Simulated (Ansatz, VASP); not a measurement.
Two plane-wave programs on MgB

INCAR

```
  PREC = Accurate
  ENCUT = 520
  EDIFF = 1E-8
  ISMEAR = -1
  SIGMA = 0.05
  LREAL = F
  LASPH = T
  NELM = 120
  ALGO = Normal
  ISIF = 2
  LWAVE = F
  LCHARG = F
  GGA = PS
  LEFG = T
  NBANDS = 10
  GGA_COMPAT = F
```

The input KPOINTS:

```
regular mesh
0
Gamma
  11 11 11
```

File POSCAR:

```
MgB
1.0
    2.9311688766      0.0000000000      0.0000000000
    0.0000000000      2.9311688766      0.0000000000
    0.0000000000      0.0000000000      2.9311688766
B Mg
1 1
Direct
    0.0000000000      0.0000000000      0.0000000000
    0.5000000000      0.5000000000      0.5000000000
```

Input for Ansatz:

```yaml
crystal:
  lattice:
    - [2.9311688766, 0.0, 0.0]
    - [0.0, 2.9311688766, 0.0]
    - [0.0, 0.0, 2.9311688766]
  atoms:
    - { symbol: B, position: [0.0, 0.0, 0.0] }
    - { symbol: Mg, position: [0.5, 0.5, 0.5] }
kpoints:
  mp_grid: { grid: [11, 11, 11] }
scf:
  occupations: { method: fermi_dirac, width: 0.05 }
hamiltonian:
  xc: pbesol
  pseudopotentials: { kind: paw }
output:
  forces: true
  stress: true
  eigenvalues: true
  efg: { contact_densities: true }
  write_density: true
  write_potential: true
  elf: true
  volumetric_format: npy
```

Change from the starting cell: functional pbesol, volume scaled by 1.04, PAW files.

Alike in both runs: task electric field gradients; functional PBEsol; k mesh 11 × 11 × 11; occupations fermi-dirac, width 0.05 eV; no spin polarisation.

|  | VASP | Ansatz |
| --- | --- | --- |
| version | VASP 6.6.1 | Ansatz 0.2.0 |
| potentials or method | VASP PAW PBE potentials, release 64 (B, Mg) | PAW with Ansatz's default frozen-core files, scalar-relativistic |
| plane-wave cutoff (eV) | 520 | 420 |
| valence electrons in the cell | 5 | 13 |

|  | VASP | Ansatz | Ansatz less VASP |
| --- | --- | --- | --- |
| pressure (GPa) | -5.0 | -4.9 | +0.09 |

VASP's potentials were made for PBE, not for PBEsol. VASP's potentials hold 5 valence electrons a cell and Ansatz's 13, so a difference there can come from the potentials and not from the codes.
